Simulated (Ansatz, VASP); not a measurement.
**One calculation of Cd3HgTe4, two programs**

```
CELL_PARAMETERS angstrom
4.69314 -0.00057 0.00001
-0.00058 4.69333 -0.00024
0.00034 -0.00091 13.22296
ATOMIC_POSITIONS crystal
Cd 0.00126 0.99853 0.74957
Cd 0.00071 0.99956 0.25036
Cd 0.50140 0.50026 0.49999
Hg 0.49634 0.50161 0.00000
Te 0.50083 0.00092 0.87396
Te 0.99756 0.49978 0.12611
Te 0.50066 0.00034 0.37525
Te 0.00124 0.49900 0.62477
```

Change from the starting cell: cell x1, atoms moved at random (sigma 0.1 Å) and cell strained at random (1.5 %), then relaxed without symmetry.

Alike in both runs: functional PBE; k mesh 6 × 6 × 2; occupations gaussian, width 0.2 eV; no spin polarisation.

Ansatz relaxed the structure, and its values are those at the end. VASP's run is a single point on that final structure, the one shown.

|  | VASP | Ansatz |
| --- | --- | --- |
| version | VASP 6.6.1 | Ansatz 0.2.0 |
| potentials or method | VASP PAW PBE potentials, release 64 (Cd, Hg, Te), cutoff 520 eV | scalar-relativistic, plane waves, PAW |
| valence electrons in the cell | 72 | 144 |

VASP gave:

```
gap on the k mesh at the Fermi level (eV) : 0.18
least direct gap on the mesh (eV)         : 0.18
pressure (GPa)                            : 0.1
rms of the force components (eV/Å)        : 0.004
```

Q: Which values does Ansatz return?

A: gap on the k mesh at the Fermi level (eV): 0.18; least direct gap on the mesh (eV): 0.18; pressure (GPa): 0.0; rms of the force components (eV/Å): 0.004.

With one functional, cell and mesh, what is left measures potentials, basis and numerics. VASP's potentials hold 72 valence electrons a cell and Ansatz's 144, so a difference there can come from the potentials and not from the codes.

Neither program's run includes spin-orbit coupling.
